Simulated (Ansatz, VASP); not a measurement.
N in VASP and in Ansatz

The input POSCAR:

```
N
1.0
    3.5804205417      0.0000000000      0.0000000000
   -1.7902102708      3.1007351453      0.0000000000
    0.0000000000      0.0000000000      7.6415144716
N
4
Direct
    0.3333333333      0.6666666667      0.3215707846
    0.3333333333      0.6666666667      0.1784292154
    0.6666666667      0.3333333333      0.8215707846
    0.6666666667      0.3333333333      0.6784292154
```

File INCAR.step1:

```
ALGO = Normal
EDIFF = 1E-5
ENCUT = 520
GGA = PE
ISIF = 2
ISMEAR = 0
LASPH = T
LCHARG = F
LREAL = F
LWAVE = T
NBANDS = 18
NELM = 60
PREC = Accurate
SIGMA = 0.01
```

The input INCAR.step2:

```
ALGO = Normal
EDIFF = 1E-7
ENCUT = 520
GGA = PE
HFSCREEN = 0.2079
ISIF = 2
ISMEAR = 0
ISTART = 1
LASPH = T
LCHARG = F
LHFCALC = T
LREAL = F
LWAVE = F
NBANDS = 18
NELM = 60
PREC = Accurate
PRECFOCK = Normal
SIGMA = 0.01
```

KPOINTS

```
k-points
0
Gamma
  6 6 2
```

Input for Ansatz:

```yaml
crystal:
  lattice:
    - [3.5804205417, 0.0, 0.0]
    - [-1.7902102708, 3.1007351453, 0.0]
    - [0.0, 0.0, 7.6415144716]
  atoms:
    - { symbol: "N", position: [0.3333333333, 0.6666666667, 0.3215707846] }
    - { symbol: "N", position: [0.3333333333, 0.6666666667, 0.1784292154] }
    - { symbol: "N", position: [0.6666666667, 0.3333333333, 0.8215707846] }
    - { symbol: "N", position: [0.6666666667, 0.3333333333, 0.6784292154] }
kpoints:
  mp_grid: { grid: [6, 6, 2] }
  band_path:
    path:
      - [0.0, 0.0, 0.0]
      - [0.5, 0.0, 0.0]
      - [0.3333333333, 0.3333333333, 0.0]
      - [0.0, 0.0, 0.5]
      - [0.5, 0.0, 0.5]
      - [0.3333333333, 0.3333333333, 0.5]
      - [0.145833, 0.166667, 0.0]
      - [0.0, 0.5, 0.0]
    npoints: 1
hamiltonian:
  xc: hse06
scf:
  occupations: { method: fixed }
  n_extra_bands: 5
output:
  forces: true
  stress: true
  eigenvalues: true
```

Alike in both runs: task single point; functional HSE06; k mesh 6 × 6 × 2; no spin polarisation.

|  | VASP | Ansatz |
| --- | --- | --- |
| version | VASP 6.6.1 | Ansatz 0.2.0 |
| potentials or method | VASP PAW PBE potentials, release 64 (N) | plane waves, PAW |
| plane-wave cutoff (eV) | 520 | 420 |
| occupations | gaussian, width 0.01 eV | fixed |
| valence electrons in the cell | 20 | 20 |

```tsv
	VASP	Ansatz	Ansatz less VASP
gap on the k mesh at the Fermi level (eV)	9.31	9.37	+0.067
pressure (GPa)	2.5	-0.3	-2.85
traceless stress, the component that is largest in VASP (GPa)	3.83	-2.41	-6.240
rms of the force components (eV/Å)	0.866	0.464	-0.4016
```

Atom by atom the forces differ by 1.329 eV/Å (rms over components). Ansatz's warnings: stress exchange threshold loose, stress scf threshold loose.

Noted on VASP's run: the standard files for N, O and F lose accuracy on very short bonds.
